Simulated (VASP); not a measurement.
A run of VASP 6.6.1 is set up as follows.

The input INCAR:

```
SYSTEM = WC
PREC = Accurate ; ENCUT = 600
EDIFF = 1E-6 ; ISMEAR = 1
SIGMA = 0.05 ; LREAL = .False.
LASPH = .True. ; NELM = 120
ALGO = Normal ; ISIF = 2
LWAVE = .False. ; LCHARG = .False.
GGA = PS ; IVDW = 13
NBANDS = 16 ; GGA_COMPAT = .False.
```

Contents of KPOINTS:

```
regular mesh
0
Gamma
  9 9 9
  0 0 0
```

Contents of POSCAR:

```
WC
1.0
    0.0000000000      2.1926840000      2.1926840000
    2.1926840000      0.0000000000      2.1926840000
    2.1926840000      2.1926840000      0.0000000000
W C
1 1
Direct
    0.0000000000      0.0000000000      0.0000000000
    0.5000000000      0.5000000000      0.5000000000
```

Potentials or basis: VASP PAW PBE potentials, release 64 (W_sv, C).

Command:

```sh
$ cat potpaw_PBE.64/W_sv/POTCAR potpaw_PBE.64/C/POTCAR > POTCAR
$ mpirun -np 1 vasp_std > vasp.out
```

(1) Estimate the pressure.

(2) Estimate the dispersion energy per atom.

(3) What does it give for the band gap on the k mesh?

Answers

(1) -12.7 GPa.

(2) -0.279 eV.

(3) zero (band 9 reaches 13.14 eV, above the bottom of band 10 at 10.14 eV).

Caveat: the PAW data sets were made with another functional, which shifts forces and pressure a little; spin-orbit coupling is left out, which moves the levels of the heavy elements; pairwise dispersion overbinds metals, which lowers pressure and volume.
